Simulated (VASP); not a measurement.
Runs of VASP 6.6.1 on Ti. The structure is that of space group P6_3/mmc (No. 194), or close to it. The cells are those of the table. 

| cell | further INCAR settings | gap on the mesh (eV) | pressure (GPa) |
| --- | --- | --- | --- |
| a = 2.902, b = 2.902, c = 4.841 Å, angles 90.0, 90.0, 120.0°, 2 atoms | ALGO = Fast; EDIFF = 1e-07; NBANDS = 19 | none | -6.1 |
| a = 2.858, b = 2.858, c = 4.993 Å, angles 90.0, 90.0, 120.0°, 2 atoms | ALGO = Fast; EDIFF = 1e-07; NBANDS = 19 | none | -6.0 |
| a = 2.776, b = 2.776, c = 5.292 Å, angles 90.0, 90.0, 120.0°, 2 atoms | ALGO = Fast; EDIFF = 1e-06; NBANDS = 19 | none | -6.0 |
| a = 3.033, b = 3.033, c = 4.433 Å, angles 90.0, 90.0, 120.0°, 2 atoms | ALGO = Fast; EDIFF = 1e-06; NBANDS = 19 | none | -5.8 |
| a = 2.990, b = 2.990, c = 4.560 Å, angles 90.0, 90.0, 120.0°, 2 atoms | ALGO = Fast; EDIFF = 1e-06; NBANDS = 19 | none | -6.1 |
| a = 3.114, b = 3.114, c = 4.205 Å, angles 90.0, 90.0, 120.0°, 2 atoms | ALGO = Fast; EDIFF = 1e-06; NBANDS = 19 | none | (a) |

Alike in all rows: task single point; level PBEsol; potentials or basis VASP PAW PBE potentials, release 64 (Ti_sv); no spin polarisation; k mesh 24 × 24 × 12; cutoff (eV) 520; smearing gaussian 0.15 eV.

Estimate the missing entries.

(a) -5.2.

Caveats: the PAW data sets were made with another functional, which shifts forces and pressure a little; the stress differs along the axes, from -10 to -4 GPa (at least some runs); the stress differs along the axes, from -12 to -3 GPa (at least some runs); the stress differs along the axes, from -15 to -1 GPa (at least some runs); the stress differs along the axes, from -8 to -1 GPa (at least some runs); the cell stands under tension (at least some runs); the stress differs along the axes, from -9 to 3 GPa (at least some runs).

A gap of «none» marks levels without a gap at the run's occupations.
